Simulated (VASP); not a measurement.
Wanted: the native input for a VASP 6.6.1 run.

```yaml
Task: single point
Functional: PBEsol
Potentials_or_basis: VASP PAW PBE potentials, release 64 (Ni, O)
Cutoff: 520 eV
k_mesh: 18 × 18 × 18
Occupations: gaussian, width 0.1 eV
Spin: collinear spin, ferromagnetic start
Starting_moments: "[1.6, 0.32] μB"
Dipole_correction: no
Further_INCAR_settings: ALGO = Normal; EDIFF = 1e-07; NBANDS = 19
```

The structure of NiO lies in POSCAR:

```
NiO
1.0
    0.0000000000      2.0580996119      2.0580996119
    2.0580996119      0.0000000000      2.0580996119
    2.0580996119      2.0580996119      0.0000000000
Ni O
1 1
Direct
    0.0000000000      0.0000000000      0.0000000000
    0.5000000000      0.5000000000      0.5000000000
```

One way to write it, as run:

INCAR

```
SYSTEM = NiO
PREC = Accurate ; ENCUT = 520
EDIFF = 1E-7 ; ISMEAR = 0
SIGMA = 0.1 ; LREAL = .FALSE.
LASPH = .TRUE. ; NELM = 150
ALGO = Normal ; ISIF = 2
LWAVE = .FALSE. ; LCHARG = .TRUE.
ISPIN = 2 ; MAGMOM = 1.6 0.32
LORBIT = 11 ; LMAXMIX = 4
GGA = PS ; LELF = .TRUE.
LVHAR = .TRUE. ; NBANDS = 19
```

KPOINTS

```
regular mesh
0
G
  18 18 18
  0 0 0
```

Potentials or basis: VASP PAW PBE potentials, release 64 (Ni, O).

Launch:

```console
$ cat potpaw_PBE.64/Ni/POTCAR potpaw_PBE.64/O/POTCAR > POTCAR
$ mpirun -np 1 vasp_std > vasp.out
```

It gave:

```
Pressure                                              : -0.3 GPa
Net moment                                            : 1.20 μB per cell
Site moments                                          : Ni +1.00; O +0.16 μB
Valence electrons inside the program's atomic spheres : Ni 9.12; O 4.95
```

Caveat: the PAW data sets were made with another functional, which shifts forces and pressure a little; a cell with one magnetic atom can't hold antiferromagnetic order, which such compounds often take.

Run time: 2.2 min on 1 thread of Intel Xeon 8259CL, with other jobs on the host, peak memory 0.23 GiB.
